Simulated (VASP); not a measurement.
# Yb (Pm-3m) in VASP: further runs

The runs below take Yb through single point, relaxation of cell and atoms, with PBEsol.

All numbers are computed with VASP 6.6.1; they aren't measurements. Logs are shortened: lines on timing, memory, paths and dates and some standing lists are left out, and cuts for length are marked.

### Step 1. The cell of the first run

Symmetry: Pm-3m, No. 221, cubic system. Conventional cell: a = 3.250 Å, b = 3.250 Å, c = 3.250 Å, α = 90.00°, β = 90.00°, γ = 90.00°. Yb (site symmetry m-3m) has 6 Yb at 3.25 Å within 4.3 Å.

### Step 2. Single point, PBEsol

File INCAR:

```
ALGO     = Normal         # electronic algorithm
EDIFF    = 1E-6           # SCF threshold, eV
ENCUT    = 520            # plane-wave cutoff, eV
GGA      = PS             # functional
ISIF     = 2              # what is computed and relaxed
ISMEAR   = -1             # smearing method
LASPH    = T              # aspherical terms in the spheres
LCHARG   = F              # write CHGCAR
LREAL    = F              # projectors in reciprocal space
LWAVE    = F              # write WAVECAR
NBANDS   = 18             # bands
NELM     = 100            # most SCF steps
PREC     = Accurate       # precision mode
SIGMA    = 0.1            # smearing width, eV
```

File KPOINTS:

```
k-points
0
Gamma
  9 9 9
```

File POSCAR:

```
Yb
1.0
    3.2497087354      0.0000000000      0.0000000000
    0.0000000000      3.2497087354      0.0000000000
    0.0000000000      0.0000000000      3.2497087354
Yb
1
Direct
    0.0000000000      0.0000000000      0.0000000000
```

Potentials or basis: VASP PAW PBE potentials, release 64 (Yb).

Command:

```sh
$ cat potpaw_PBE.64/Yb/POTCAR > POTCAR
$ mpirun -np 1 vasp_std > vasp.out
```

OUTCAR:

```text
EDIFF = 1E-6
   ENCUT = 520
   GGA = PS
   ISIF = 2
   ISMEAR = -1
   LASPH = T
   LREAL = F
   NELM = 100
   PREC = Accurate

 ion  position               nearest neighbor table
   1  0.000  0.000  0.000-

  LATTYP: Found a simple cubic cell.
 ALAT       =     3.2497087354

  Lattice vectors:

 A1 = (   3.2497087354,   0.0000000000,   0.0000000000)
 A2 = (   0.0000000000,   3.2497087354,   0.0000000000)
 A3 = (   0.0000000000,   0.0000000000,   3.2497087354)

Analysis of symmetry for initial positions (statically):
=====================================================================
 Subroutine PRICEL returns:
 Original cell was already a primitive cell.

 Routine SETGRP: Setting up the symmetry group for a
 simple cubic supercell.

 Subroutine GETGRP returns: Found 48 space group operations
 (whereof 48 operations were pure point group operations)
 out of a pool of 48 trial point group operations.

The static configuration has the point symmetry O_h .

Analysis of symmetry for dynamics (positions and initial velocities):
=====================================================================
 Subroutine PRICEL returns:
 Original cell was already a primitive cell.

 Routine SETGRP: Setting up the symmetry group for a
 simple cubic supercell.

 Subroutine GETGRP returns: Found 48 space group operations
 (whereof 48 operations were pure point group operations)
 out of a pool of 48 trial point group operations.

The dynamic configuration has the point symmetry O_h .

 Subroutine INISYM returns: Found 48 space group operations
 (whereof 48 operations are pure point group operations),
 and found     1 'primitive' translations

----------------------------------------------------------------------------------------

                                     Primitive cell

  volume of cell :      34.3189

  direct lattice vectors                    reciprocal lattice vectors
     3.249708735  0.000000000  0.000000000     0.307719886  0.000000000  0.000000000
     0.000000000  3.249708735  0.000000000     0.000000000  0.307719886  0.000000000
     0.000000000  0.000000000  3.249708735     0.000000000  0.000000000  0.307719886

  length of vectors
     3.249708735  3.249708735  3.249708735     0.307719886  0.307719886  0.307719886

  position of ions in fractional coordinates (direct lattice)
     0.000000000  0.000000000  0.000000000

  ion indices of the primitive-cell ions
[... 69 lines left out ...]
   LNONCOLLINEAR =      F non collinear calculations
   LSORBIT =      F    spin-orbit coupling
   LASPH  =      T    aspherical Exc in radial PAW
   ENCUT  =  520.0 eV  38.22 Ry    6.18 a.u.   6.04  6.04  6.04*2*pi/ulx,y,z
   NELM   =    100;   NELMIN=  2; NELMDL= -5     # of ELM steps
   EDIFF  = 0.1E-05   stopping-criterion for ELM
   LREAL  =      F    real-space projection
   EDIFFG = 0.1E-04   stopping-criterion for IOM
   NSW    =      0    number of steps for IOM
   IBRION =     -1    ionic relax: 0-MD 1-quasi-New 2-CG
   NFREE  =      0    steps in history (QN), initial steepest desc. (CG)
   ISIF   =      2    stress and relaxation
   ISYM   =      2    0-nonsym 1-usesym 2-fastsym
   POTIM  = 0.5000    time-step for ionic-motion
   TEBEG  =    0.0;   TEEND  =   0.0 temperature during run
   PSTRESS=    0.0 pullay stress
   NELECT =      24.0000    total number of electrons
   NUPDOWN=      -1.0000    fix difference up-down
   EMIN   =  10.00;   EMAX   =-10.00  energy-range for DOS
   EFERMI =   0.00;   METHOD = LEGACY
   ISMEAR =    -1;   SIGMA  =   0.10  broadening in eV -4-tet -1-fermi 0-gaus
   EFERMI_NEDOS =   21; number of points for ismear=-14 and -15
   IALGO  =     38    algorithm
   IMIX   =      4    mixing-type and parameters
     AMIX     =   0.40;   BMIX     =  1.00
     AMIX_MAG =   1.60;   BMIX_MAG =  1.00
  volume/ion in A,a.u.               =      34.32       231.60
  Fermi-wavevector in a.u.,A,eV,Ry     =   1.453118  2.745994 28.729398  2.111551
  Thomas-Fermi vector in A             =   2.570421
   LORBIT       =      0    0 simple, 1 ext, 2 COOP (PROOUT), +10 PAW based schemes
   GGA     = PS    functional components
   LHFCALC =     F    Hartree Fock is set to
   AEXX    =    0.0000 exact exchange contribution
   IVDW    =     0    specifies the selected vdW correction
   LEPSILON=     F    determine dielectric tensor
   LRPA    =     F    only Hartree local field effects (RPA)
 non-spin polarized calculation
  energy-cutoff  :      520.00
  volume of cell :       34.32
 maximum number of plane-waves:       940
   NGX = 13   NGY = 13   NGZ = 13

 number of electron      23.9999999 magnetization

 Free energy of the ion-electron system (eV)
  ---------------------------------------------------
  ext. energy  EPLUGINS =         0.00000000
  ---------------------------------------------------
  free energy    TOTEN  =        -3.42351224 eV

  energy without entropy =       -3.34538141  energy(sigma->0) =       -3.38444683

 E-fermi :   1.4505     XC(G=0):  -9.7451

 val. band max:        1.4146905572   @ k =   0.4444   0.2222   0.0000
 cond. band min:       1.5249835233   @ k =   0.4444   0.3333   0.0000
 fundamental gap:      0.1102929660
 Fermi energy:         1.4504971990

 k-point     1 :       0.0000    0.0000    0.0000
  band No.  band energies     occupation
      1     -50.4512      2.00000
      2     -22.5185      2.00000
      3     -22.5185      2.00000
      4     -22.5185      2.00000
      5      -3.6084      2.00000
      6       0.8901      1.99266
[... 481 lines left out ...]
      5       0.4884      1.99987
      6       0.8196      1.99637
[... 10 lines left out ...]
     17       6.8042      0.00000
     18      10.7953      0.00000

 [... further k-points ...]

------------------------ aborting loop because EDIFF is reached ----------------------------------------

  FORCE on cell =-STRESS in cart. coord.  units (eV):
  Direction    XX          YY          ZZ          XY          YZ          ZX
  --------------------------------------------------------------------------------------
  -------------------------------------------------------------------------------------
  Total       -0.0854109     -0.0854109     -0.0854109      0.0000000      0.0000000     -0.0000000
  in kB       -3.9874088     -3.9874088     -3.9874088      0.0000000      0.0000000     -0.0000000
  external PRESSURE =      -3.9874088 kB  Pullay stress =       0.0000000 kB

 VOLUME and BASIS-vectors are now :
 -----------------------------------------------------------------------------
  energy-cutoff  :      520.00
  volume of cell :       34.32
      direct lattice vectors                 reciprocal lattice vectors
     3.249708735  0.000000000  0.000000000     0.307719886  0.000000000  0.000000000
     0.000000000  3.249708735  0.000000000     0.000000000  0.307719886  0.000000000
     0.000000000  0.000000000  3.249708735     0.000000000  0.000000000  0.307719886

 POSITION                                       TOTAL-FORCE (eV/Angst)
 -----------------------------------------------------------------------------------
      0.00000      0.00000      0.00000         0.000000      0.000000      0.000000
 -----------------------------------------------------------------------------------
    total drift:                                0.000000      0.000000     -0.000000

  FREE ENERGIE OF THE ION-ELECTRON SYSTEM (eV)
  ---------------------------------------------------
  free  energy   TOTEN  =        -3.4235122428 eV

  energy  without entropy=       -3.3453814121  energy(sigma->0) =       -3.38444683
```

OSZICAR:

```text
N       E                     dE             d eps       ncg     rms          rms(c)
DAV:   1     0.112825390580E+03    0.11283E+03   -0.85451E+03  1604   0.900E+03
DAV:   2     0.125661202378E+02   -0.10026E+03   -0.97108E+02  1556   0.544E+02
DAV:   3    -0.970599201003E+00   -0.13537E+02   -0.13316E+02  1830   0.118E+02
DAV:   4    -0.340103279606E+01   -0.24304E+01   -0.24207E+01  2488   0.370E+01
[... 16 lines left out ...]
DAV:  21    -0.342353366451E+01    0.42817E-03   -0.89249E-04  1564   0.106E+00    0.295E-01
DAV:  22    -0.342353064421E+01    0.30203E-05   -0.10039E-04  2148   0.106E-01    0.235E-01
DAV:  23    -0.342351859216E+01    0.12052E-04   -0.10016E-05  2064   0.891E-02    0.391E-02
DAV:  24    -0.342351323198E+01    0.53602E-05   -0.67854E-06  1484   0.935E-02    0.129E-02
DAV:  25    -0.342351224283E+01    0.98915E-06   -0.16862E-06   832   0.486E-02
   1 F= -.34235122E+01 E0= -.33844468E+01  d E =-.781308E-01
```

It took 70 s on 1 thread of AMD EPYC 7R13, shared host; peak memory 0.13 GiB.

Results:

| Quantity | Value |
| --- | --- |
| Free energy | -3.4235 eV |
| Pressure | -0.4 GPa |
| Band gap on the k mesh | zero (band 12 reaches 1.62 eV, above the bottom of band 13 at 1.41 eV) |

Levels at points of the mesh, in eV from the Fermi level:
```csv
k point,band 8,band 9,band 10,band 11,band 12,band 13,band 14,band 15,band 16,band 17
"(0.00, 0.00, 0.00)",-0.56,-0.53,-0.53,-0.53,-0.45,0.46,0.46,7.15,7.15,7.15
```

Caveat: the PAW data sets were made with another functional, which shifts forces and pressure a little; spin-orbit coupling is left out, which moves the levels of the heavy elements. Spin polarisation is off, so any magnetic state and its effect on volume and gap are missing.

### Step 3. Single point, PBEsol (volume scaled by 0.92)

File INCAR:

```
PREC = Accurate
ENCUT = 520
EDIFF = 1E-6
ISMEAR = -1
SIGMA = 0.1
LREAL = F
LASPH = T
NELM = 80
ALGO = Normal
ISIF = 2
LWAVE = F
LCHARG = F
GGA = PS
NBANDS = 18
```

File KPOINTS:

```
regular mesh
0
Gamma
  11 11 11
```

File POSCAR:

```
Yb
1.0
    3.1606304045      0.0000000000      0.0000000000
    0.0000000000      3.1606304045      0.0000000000
    0.0000000000      0.0000000000      3.1606304045
Yb
1
Direct
    0.0000000000      0.0000000000      0.0000000000
```

Potentials or basis: VASP PAW PBE potentials, release 64 (Yb).

Command:

```sh
$ cat potpaw_PBE.64/Yb/POTCAR > POTCAR
$ mpirun -np 1 vasp_std > vasp.out
```

OUTCAR:

```text
PREC = Accurate
   ENCUT = 520
   EDIFF = 1E-6
   ISMEAR = -1
   LREAL = F
   LASPH = T
   NELM = 80
   ISIF = 2
   GGA = PS

 ion  position               nearest neighbor table
   1  0.000  0.000  0.000-

  LATTYP: Found a simple cubic cell.
 ALAT       =     3.1606304045

  Lattice vectors:

 A1 = (   3.1606304045,   0.0000000000,   0.0000000000)
 A2 = (   0.0000000000,   3.1606304045,   0.0000000000)
 A3 = (   0.0000000000,   0.0000000000,   3.1606304045)

[... 680 lines left out ...]
     17       8.7588      0.00000
     18      11.0476      0.00000

 [... further k-points ...]

------------------------ aborting loop because EDIFF is reached ----------------------------------------

  FORCE on cell =-STRESS in cart. coord.  units (eV):
  Direction    XX          YY          ZZ          XY          YZ          ZX
  --------------------------------------------------------------------------------------
  -------------------------------------------------------------------------------------
  Total        0.2557434      0.2557434      0.2557434      0.0000000      0.0000000     -0.0000000
  in kB       12.9775861     12.9775861     12.9775861      0.0000000      0.0000000     -0.0000000
  external PRESSURE =      12.9775861 kB  Pullay stress =       0.0000000 kB

 VOLUME and BASIS-vectors are now :
 -----------------------------------------------------------------------------
  energy-cutoff  :      520.00
  volume of cell :       31.57
      direct lattice vectors                 reciprocal lattice vectors
     3.160630404  0.000000000  0.000000000     0.316392577  0.000000000  0.000000000
     0.000000000  3.160630404  0.000000000     0.000000000  0.316392577  0.000000000
     0.000000000  0.000000000  3.160630404     0.000000000  0.000000000  0.316392577

 POSITION                                       TOTAL-FORCE (eV/Angst)
 -----------------------------------------------------------------------------------
      0.00000      0.00000      0.00000         0.000000      0.000000      0.000000
 -----------------------------------------------------------------------------------
    total drift:                                0.000000     -0.000000     -0.000000

  FREE ENERGIE OF THE ION-ELECTRON SYSTEM (eV)
  ---------------------------------------------------
  free  energy   TOTEN  =        -3.4151761023 eV

  energy  without entropy=       -3.3476617185  energy(sigma->0) =       -3.38141891
```

Run time: 89 s. Hardware: 1 thread of AMD EPYC 7R13, shared host; peak memory 0.14 GiB.

Results:

| Quantity | Value |
| --- | --- |
| Free energy | -3.4152 eV |
| Pressure | 1.3 GPa |
| Band gap on the k mesh | zero (band 12 reaches 1.79 eV, above the bottom of band 13 at 1.64 eV) |

Levels at points of the mesh, in eV from the Fermi level:
| k point | band 10 | band 11 | band 12 | band 13 | band 14 | band 15 |
| --- | --- | --- | --- | --- | --- | --- |
| (0.00, 0.00, 0.00) | -0.54 | -0.54 | -0.45 | 0.35 | 0.35 | 7.62 |

Caveat: the PAW data sets were made with another functional, which shifts forces and pressure a little; spin-orbit coupling is left out, which moves the levels of the heavy elements.

(Continued in part 2 of 2.)
